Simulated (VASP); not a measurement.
# NaF (P6_3/mmc) in VASP: notebook

The runs below take NaF through single point, with PBE, LDA, r2SCAN.

All numbers are computed with VASP 6.6.1; they aren't measurements. Logs are shortened: lines on timing, memory, paths and dates and some standing lists are left out, and cuts for length are marked.

## (1) The cell of the first run

Symmetry: P6_3/mmc, No. 194, hexagonal system. Conventional cell: a = 3.868 Å, b = 3.868 Å, c = 4.551 Å, α = 90.00°, β = 90.00°, γ = 120.00°. Within 3.0 Å of Na (site symmetry -6m2) lie 5 F at 2.23 to 2.28 Å. F (site symmetry -6m2) has 5 Na at 2.23 to 2.28 Å within 3.0 Å.

## (2) Single point, PBE

Contents of INCAR:

```
ALGO     = Normal         # electronic algorithm
EDIFF    = 1E-6           # SCF threshold, eV
ENCUT    = 520            # plane-wave cutoff, eV
GGA      = PE             # functional
ISIF     = 2              # what is computed and relaxed
ISMEAR   = 0              # smearing method
LASPH    = T              # aspherical terms in the spheres
LCHARG   = F              # write CHGCAR
LREAL    = F              # projectors in reciprocal space
LWAVE    = F              # write WAVECAR
NBANDS   = 22             # bands
NELM     = 60             # most SCF steps
PREC     = Accurate       # precision mode
SIGMA    = 0.01           # smearing width, eV
```

Contents of KPOINTS:

```
k-points
0
Gamma
  6 6 4
```

Contents of POSCAR:

```
NaF
1.0
    3.8680668589      0.0000000000      0.0000000000
   -1.9340334295      3.3498441634      0.0000000000
    0.0000000000      0.0000000000      4.5514117001
Na F
2 2
Direct
    0.3333333333      0.6666666667      0.2500000000
    0.6666666667      0.3333333333      0.7500000000
    0.6666666667      0.3333333333      0.2500000000
    0.3333333333      0.6666666667      0.7500000000
```

Potentials or basis: VASP PAW PBE potentials, release 64 (Na_pv, F).

Started as:

```
> cat potpaw_PBE.64/Na_pv/POTCAR potpaw_PBE.64/F/POTCAR > POTCAR
> mpirun -np 1 vasp_std > vasp.out
```

OUTCAR:

```text
EDIFF = 1E-6
   ENCUT = 520
   GGA = PE
   ISIF = 2
   ISMEAR = 0
   LASPH = T
   LREAL = F
   NELM = 60
   PREC = Accurate

 ion  position               nearest neighbor table
   1  0.333  0.667  0.250-   3 2.23   3 2.23   3 2.23   4 2.28   4 2.28
   2  0.667  0.333  0.750-   4 2.23   4 2.23   4 2.23   3 2.28   3 2.28
   3  0.667  0.333  0.250-   1 2.23   1 2.23   1 2.23   2 2.28   2 2.28
   4  0.333  0.667  0.750-   2 2.23   2 2.23   2 2.23   1 2.28   1 2.28

  LATTYP: Found a hexagonal cell.
 ALAT       =     3.8680668589
 C/A-ratio  =     1.1766631411

  Lattice vectors:

 A1 = (   3.8680668589,   0.0000000000,   0.0000000000)
 A2 = (  -1.9340334295,   3.3498441634,   0.0000000000)
 A3 = (   0.0000000000,   0.0000000000,   4.5514117001)

Analysis of symmetry for initial positions (statically):
=====================================================================
 Subroutine PRICEL returns:
 Original cell was already a primitive cell.

 Routine SETGRP: Setting up the symmetry group for a
 hexagonal supercell.

 Subroutine GETGRP returns: Found 24 space group operations
 (whereof 12 operations were pure point group operations)
 out of a pool of 24 trial point group operations.

The static configuration has the point symmetry D_3d.
 The point group associated with its full space group is D_6h.

Analysis of symmetry for dynamics (positions and initial velocities):
=====================================================================
 Subroutine PRICEL returns:
 Original cell was already a primitive cell.

 Routine SETGRP: Setting up the symmetry group for a
 hexagonal supercell.

 Subroutine GETGRP returns: Found 24 space group operations
 (whereof 12 operations were pure point group operations)
 out of a pool of 24 trial point group operations.

The dynamic configuration has the point symmetry D_3d.
 The point group associated with its full space group is D_6h.

 Subroutine INISYM returns: Found 24 space group operations
 (whereof 12 operations are pure point group operations),
 and found     1 'primitive' translations

----------------------------------------------------------------------------------------

                                     Primitive cell

  volume of cell :      58.9746

  direct lattice vectors                    reciprocal lattice vectors
     3.868066859  0.000000000  0.000000000     0.258527072  0.149260675  0.000000000
    -1.934033429  3.349844163  0.000000000     0.000000000  0.298521349  0.000000000
     0.000000000  0.000000000  4.551411700     0.000000000  0.000000000  0.219712051

  length of vectors
     3.868066859  3.868066859  4.551411700     0.298521349  0.298521349  0.219712051

  position of ions in fractional coordinates (direct lattice)
     0.333333333  0.666666667  0.250000000
     0.666666667  0.333333333  0.750000000
     0.666666667  0.333333333  0.250000000
     0.333333333  0.666666667  0.750000000

  ion indices of the primitive-cell ions
   primitive index   ion index
                 1           1
                 2           2
                 3           3
                 4           4

----------------------------------------------------------------------------------------

 KPOINTS: k-points

Automatic generation of k-mesh.
 Grid dimensions read from file:
 generate k-points for:    6    6    4

 Generating k-lattice:

  Cartesian coordinates                     Fractional coordinates (reciprocal lattice)
     0.043087845  0.024876779  0.000000000     0.166666667 -0.000000000  0.000000000
     0.000000000  0.049753558  0.000000000     0.000000000  0.166666667  0.000000000
     0.000000000  0.000000000  0.054928013     0.000000000  0.000000000  0.250000000

  Length of vectors
     0.049753558  0.049753558  0.054928013

  Shift w.r.t. Gamma in fractional coordinates (k-lattice)
     0.000000000  0.000000000  0.000000000

 Subroutine IBZKPT returns following result:
 ===========================================

 Found     21 irreducible k-points:

 Following reciprocal coordinates:
            Coordinates               Weight
  0.000000  0.000000  0.000000      1.000000
  0.166667 -0.000000  0.000000      6.000000
  0.333333  0.000000  0.000000      6.000000
  0.500000  0.000000  0.000000      3.000000
  0.166667  0.166667  0.000000      6.000000
  0.333333  0.166667  0.000000     12.000000
[... 13 lines left out ...]
  0.333333  0.166667  0.500000     12.000000
  0.333333  0.333333  0.500000      2.000000
   k-points           NKPTS =     21   k-points in BZ     NKDIM =     21   number of bands    NBANDS=     22
   number of dos      NEDOS =    301   number of ions     NIONS =      4
   total plane-waves  NPLWV =  32400
   dimension x,y,z NGX =    30 NGY =   30 NGZ =   36
   dimension x,y,z NGXF=    60 NGYF=   60 NGZF=   72
   ions per type =               2   2
   NGX,Y,Z   is equivalent  to a cutoff of  12.89, 12.89, 13.15 a.u.
   NGXF,Y,Z  is equivalent  to a cutoff of  25.79, 25.79, 26.30 a.u.
 SYSTEM =  unknown system
   PREC   = accura    normal or accurate (medium, high low for compatibility)
   ISTART =      0    job   : 0-new  1-cont  2-samecut
   ICHARG =      2    charge: 1-file 2-atom 10-const
   ISPIN  =      1    spin polarized calculation?
   LNONCOLLINEAR =      F non collinear calculations
   LSORBIT =      F    spin-orbit coupling
   LASPH  =      T    aspherical Exc in radial PAW
   ENCUT  =  520.0 eV  38.22 Ry    6.18 a.u.   7.19  7.19  8.46*2*pi/ulx,y,z
   NELM   =     60;   NELMIN=  2; NELMDL= -5     # of ELM steps
   EDIFF  = 0.1E-05   stopping-criterion for ELM
   LREAL  =      F    real-space projection
   EDIFFG = 0.1E-04   stopping-criterion for IOM
   NSW    =      0    number of steps for IOM
   IBRION =     -1    ionic relax: 0-MD 1-quasi-New 2-CG
   NFREE  =      0    steps in history (QN), initial steepest desc. (CG)
   ISIF   =      2    stress and relaxation
   ISYM   =      2    0-nonsym 1-usesym 2-fastsym
   POTIM  = 0.5000    time-step for ionic-motion
   TEBEG  =    0.0;   TEEND  =   0.0 temperature during run
   PSTRESS=    0.0 pullay stress
   NELECT =      28.0000    total number of electrons
   NUPDOWN=      -1.0000    fix difference up-down
   EMIN   =  10.00;   EMAX   =-10.00  energy-range for DOS
   EFERMI =   0.00;   METHOD = LEGACY
   ISMEAR =     0;   SIGMA  =   0.01  broadening in eV -4-tet -1-fermi 0-gaus
   EFERMI_NEDOS =   21; number of points for ismear=-14 and -15
   IALGO  =     38    algorithm
   IMIX   =      4    mixing-type and parameters
     AMIX     =   0.40;   BMIX     =  1.00
     AMIX_MAG =   1.60;   BMIX_MAG =  1.00
  volume/ion in A,a.u.               =      14.74        99.49
  Fermi-wavevector in a.u.,A,eV,Ry     =   1.277142  2.413449 22.192359  1.631092
  Thomas-Fermi vector in A             =   2.409759
   LORBIT       =      0    0 simple, 1 ext, 2 COOP (PROOUT), +10 PAW based schemes
   GGA     = PE    functional components
   LHFCALC =     F    Hartree Fock is set to
   AEXX    =    0.0000 exact exchange contribution
   IVDW    =     0    specifies the selected vdW correction
   LEPSILON=     F    determine dielectric tensor
   LRPA    =     F    only Hartree local field effects (RPA)
 non-spin polarized calculation
 Gauss-broadening in eV      SIGMA  =   0.01
  energy-cutoff  :      520.00
  volume of cell :       58.97
 maximum number of plane-waves:      1604
 NGX is ok and might be reduce to    30
   NGX = 15   NGY = 15   NGZ = 17

 number of electron      27.9999991 magnetization

 Free energy of the ion-electron system (eV)
  ---------------------------------------------------
  ext. energy  EPLUGINS =         0.00000000
  ---------------------------------------------------
  free energy    TOTEN  =       -16.96462279 eV

  energy without entropy =      -16.96462279  energy(sigma->0) =      -16.96462279

 E-fermi :  -2.7485     XC(G=0):  -8.1539

 val. band max:       -2.7930674252   @ k =   0.0000   0.0000   0.0000
 cond. band min:       2.8845479856   @ k =   0.0000   0.0000   0.0000
 fundamental gap:      5.6776154108
 Fermi energy:        -2.7485334840

 k-point     1 :       0.0000    0.0000    0.0000
  band No.  band energies     occupation
      1     -21.9168      2.00000
      2     -21.8849      2.00000
      3     -21.8387      2.00000
      4     -21.8387      2.00000
      5     -21.7882      2.00000
      6     -21.7882      2.00000
[... 14 lines left out ...]
     21      15.4011      0.00000
     22      15.6826      0.00000

 k-point     2 :       0.1667   -0.0000    0.0000
  band No.  band energies     occupation
      1     -22.1432      2.00000
      2     -22.0665      2.00000
      3     -21.8758      2.00000
      4     -21.8438      2.00000
      5     -21.7875      2.00000
      6     -21.7534      2.00000
[... 14 lines left out ...]
     21      14.6857      0.00000
     22      14.9100      0.00000

 k-point     3 :       0.3333    0.0000    0.0000
  band No.  band energies     occupation
      1     -22.3301      2.00000
      2     -22.2841      2.00000
      3     -21.8533      2.00000
      4     -21.8530      2.00000
      5     -21.7869      2.00000
      6     -21.7730      2.00000
[... 14 lines left out ...]
     21      13.3711      0.00000
     22      13.9231      0.00000
[... 401 lines left out ...]
 k-point    20 :       0.3333    0.1667    0.5000
  band No.  band energies     occupation
      1     -22.5791      2.00000
      2     -22.5791      2.00000
      3     -21.8273      2.00000
      4     -21.8273      2.00000
      5     -21.7603      2.00000
      6     -21.7603      2.00000
[... 14 lines left out ...]
     21      16.0546      0.00000
     22      16.0546      0.00000

 k-point    21 :       0.3333    0.3333    0.5000
  band No.  band energies     occupation
      1     -22.6027      2.00000
      2     -22.6027      2.00000
      3     -21.8335      2.00000
      4     -21.8335      2.00000
      5     -21.7557      2.00000
      6     -21.7557      2.00000
[... 14 lines left out ...]
     21      17.2234      0.00000
     22      17.2234      0.00000

------------------------ aborting loop because EDIFF is reached ----------------------------------------

  FORCE on cell =-STRESS in cart. coord.  units (eV):
  Direction    XX          YY          ZZ          XY          YZ          ZX
  --------------------------------------------------------------------------------------
  -------------------------------------------------------------------------------------
  Total        0.8424108      0.8424108      1.0828348     -0.0000000     -0.0000000      0.0000000
  in kB       22.8859945     22.8859945     29.4176576     -0.0000000     -0.0000000      0.0000000
  external PRESSURE =      25.0632155 kB  Pullay stress =       0.0000000 kB

 VOLUME and BASIS-vectors are now :
 -----------------------------------------------------------------------------
  energy-cutoff  :      520.00
  volume of cell :       58.97
      direct lattice vectors                 reciprocal lattice vectors
     3.868066859  0.000000000  0.000000000     0.258527072  0.149260675  0.000000000
    -1.934033429  3.349844163  0.000000000     0.000000000  0.298521349  0.000000000
     0.000000000  0.000000000  4.551411700     0.000000000  0.000000000  0.219712051

 POSITION                                       TOTAL-FORCE (eV/Angst)
 -----------------------------------------------------------------------------------
     -0.00000      2.23323      1.13785         0.000000      0.000000      0.000000
      1.93403      1.11661      3.41356        -0.000000      0.000000     -0.000000
      1.93403      1.11661      1.13785         0.000000      0.000000      0.000000
     -0.00000      2.23323      3.41356         0.000000     -0.000000      0.000000
 -----------------------------------------------------------------------------------
    total drift:                               -0.000000     -0.000000     -0.000000

  FREE ENERGIE OF THE ION-ELECTRON SYSTEM (eV)
  ---------------------------------------------------
  free  energy   TOTEN  =       -16.9646227929 eV

  energy  without entropy=      -16.9646227929  energy(sigma->0) =      -16.96462279
```

Run time: 10 s. Hardware: 1 thread of Intel Xeon 6975P-C (Granite Rapids), shared host; peak memory 0.18 GiB.

What came out:

```yaml
Free_energy: -16.9646 eV
Pressure: 2.5 GPa
Band_gap_on_the_k_mesh: 5.68 eV, direct
```

Levels at points of the mesh, in eV from the valence-band top:
| k point | band 10 | band 11 | band 12 | band 13 | band 14 | band 15 | band 16 | band 17 | band 18 | band 19 |
| --- | --- | --- | --- | --- | --- | --- | --- | --- | --- | --- |
| (0.00, 0.00, 0.00) | -0.60 | -0.60 | -0.30 | -0.30 | 0.00 | 5.68 | 12.86 | 12.98 | 15.51 | 15.51 |
| (0.50, 0.00, 0.00) | -0.75 | -0.71 | -0.62 | -0.36 | -0.17 | 8.83 | 10.41 | 12.92 | 15.14 | 15.31 |
| (0.00, 0.00, 0.50) | -0.83 | -0.46 | -0.46 | -0.46 | -0.46 | 7.98 | 7.98 | 16.44 | 16.44 | 16.44 |
| (0.50, 0.00, 0.50) | -1.30 | -0.48 | -0.48 | -0.26 | -0.26 | 9.89 | 9.89 | 12.46 | 12.46 | 15.86 |

[end of part 1 of 2]
